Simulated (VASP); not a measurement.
Input of a VASP 6.6.1 run:

File INCAR:

```
ALGO = Normal
EDIFF = 1E-6
ENCUT = 520
GGA = PE
ISIF = 2
ISMEAR = 0
LASPH = True
LCHARG = False
LREAL = False
LWAVE = False
NBANDS = 30
NELM = 100
PREC = Accurate
SIGMA = 0.1
```

KPOINTS

```
k-points
0
Gamma
  6 6 6
```

File POSCAR:

```
In2Te2S
1.0
    2.0874154700      1.2051698800     10.2252683700
   -2.0874154700      1.2051698800     10.2252683700
    0.0000000000     -2.4103397700     10.2252683700
In Te S
2 2 1
Direct
    0.2195951300      0.2195951300      0.2195951300
    0.7804048700      0.7804048700      0.7804048700
    0.6082787500      0.6082787500      0.6082787500
    0.3917212500      0.3917212500      0.3917212500
    0.0000000000      0.0000000000      0.0000000000
```

Potentials or basis: VASP PAW PBE potentials, release 64 (In_d, Te, S).

Run with:

```bash
$ cat potpaw_PBE.64/In_d/POTCAR potpaw_PBE.64/Te/POTCAR potpaw_PBE.64/S/POTCAR > POTCAR
$ mpirun -np 1 vasp_std > vasp.out
```

**Question.** Predict the pressure.

**Answer.** 0.4 GPa.

**Question.** What does it give for the largest force?

**Answer.** 0.466 eV/Å.

**Question.** What does it give for the band gap on the k mesh?

**Answer.** Zero (bands 22 and 23 overlap by 0.31 eV).

Stress tensor (GPa, compression positive):
```
 0.97  0.00  0.00
 0.00  0.97  0.00
 0.00  0.00 -0.89
```

Caveat: spin-orbit coupling is left out, which moves the levels of the heavy elements.
